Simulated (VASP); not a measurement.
Set up this calculation in VASP 6.6.1, as the native input.

* Task: relaxation of cell and atoms
* Functional: BLYP
* Potentials or basis: VASP PAW PBE potentials, release 64 (Sn_d)
* Cutoff: 600 eV
* k mesh: 9 × 9 × 9
* Occupations: fermi-dirac, width 0.05 eV
* Spin: no spin polarisation
* Dipole correction: no
* Further INCAR settings: ALGO = Normal; EDIFF = 1e-07; IBRION = 2; EDIFFG = -0.01; NSW = 60; ISIF = 3

The structure of Sn lies in POSCAR:

```
Sn
1.0
   -2.9401404553      2.9401404553      1.5993019889
    2.9401404553     -2.9401404553      1.5993019889
    2.9401404553      2.9401404553     -1.5993019889
Sn
2
Direct
    0.0000000000      0.0000000000      0.0000000000
    0.7500000000      0.2500000000      0.5000000000
```

These files were run (other wordings do the same):

INCAR

```
AGGAC    = 1.0          
AGGAX    = 1.0          
ALDAC    = 0.0          
ALDAX    = 1.0          
ALGO     = Normal         # electronic algorithm
EDIFF    = 1E-7           # SCF threshold, eV
EDIFFG   = -0.01          # ionic threshold
ENCUT    = 600            # plane-wave cutoff, eV
GGA      = B5             # functional
IBRION   = 2              # ionic algorithm
ISIF     = 3              # what is computed and relaxed
ISMEAR   = -1             # smearing method
LASPH    = T              # aspherical terms in the spheres
LCHARG   = F              # write CHGCAR
LREAL    = F              # projectors in reciprocal space
LWAVE    = F              # write WAVECAR
NELM     = 60             # most SCF steps
NSW      = 60             # ionic steps
PREC     = Accurate       # precision mode
SIGMA    = 0.05           # smearing width, eV
```

KPOINTS

```
k-points
0
Gamma
  9 9 9
```

Potentials or basis: VASP PAW PBE potentials, release 64 (Sn_d).

Launch:

```console
$ cat potpaw_PBE.64/Sn_d/POTCAR > POTCAR
$ mpirun -np 1 vasp_std > vasp.out
```

Results of the run:

```json
{
 "Relaxed volume": "31.14 Å³/atom",
 "Relaxed cell": "a = 4.638 Å, b = 4.638 Å, c = 4.638 Å, α = 97.36°, β = 97.36°, γ = 138.05°",
 "Space group after relaxing (to 0.1 Å)": "I4_1/amd (No. 141)",
 "Energy gained by relaxing": "56.4 meV/atom",
 "Ionic steps": "3",
 "Pressure after relaxing": "0.0 GPa",
 "Band gap on the k mesh": "zero (bands 14 and 15 overlap by 3.33 eV)"
}
```

Caveat: the PAW data sets were made with another functional, which shifts forces and pressure a little; spin-orbit coupling is left out, which moves the levels of the heavy elements.

Run time: 4 min on 1 thread of AMD EPYC 7R13 Processor (Zen 3), on a shared host, peak memory 0.23 GiB.
